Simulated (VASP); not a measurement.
A run of VASP 6.6.1 is set up as follows.

INCAR

```
SYSTEM = Cu2Os
  PREC = Accurate
  ENCUT = 600
  EDIFF = 1E-6
  ISMEAR = 0
  SIGMA = 0.1
  LREAL = .FALSE.
  LASPH = .TRUE.
  NELM = 120
  ALGO = Normal
  ISIF = 2
  LWAVE = .FALSE.
  LCHARG = .TRUE.
  GGA = PE
  LELF = .TRUE.
  LVHAR = .TRUE.
  NBANDS = 22
  GGA_COMPAT = .FALSE.
```

KPOINTS

```
regular mesh
0
G
  6 6 6
  0 0 0
```

POSCAR

```
Cu2Os
1.0
    0.0000000000      2.8702995464      2.8702995464
    2.8702995464      0.0000000000      2.8702995464
    2.8702995464      2.8702995464      0.0000000000
Cu Os
2 1
Direct
    0.2500000000      0.2500000000      0.2500000000
    0.7500000000      0.7500000000      0.7500000000
    0.0000000000      0.0000000000      0.0000000000
```

Potentials or basis: VASP PAW PBE potentials, release 64 (Cu, Os).

Run with:

```console
$ cat potpaw_PBE.64/Cu/POTCAR potpaw_PBE.64/Os/POTCAR > POTCAR
$ mpirun -np 1 vasp_std > vasp.out
```

Question: Estimate the band gap on the k mesh.

Answer: Zero (band 15 reaches 5.62 eV, above the bottom of band 16 at 4.91 eV).

Question: Predict the pressure.

Answer: 0.3 GPa.

Caveat: spin-orbit coupling is left out, which moves the levels of the heavy elements.
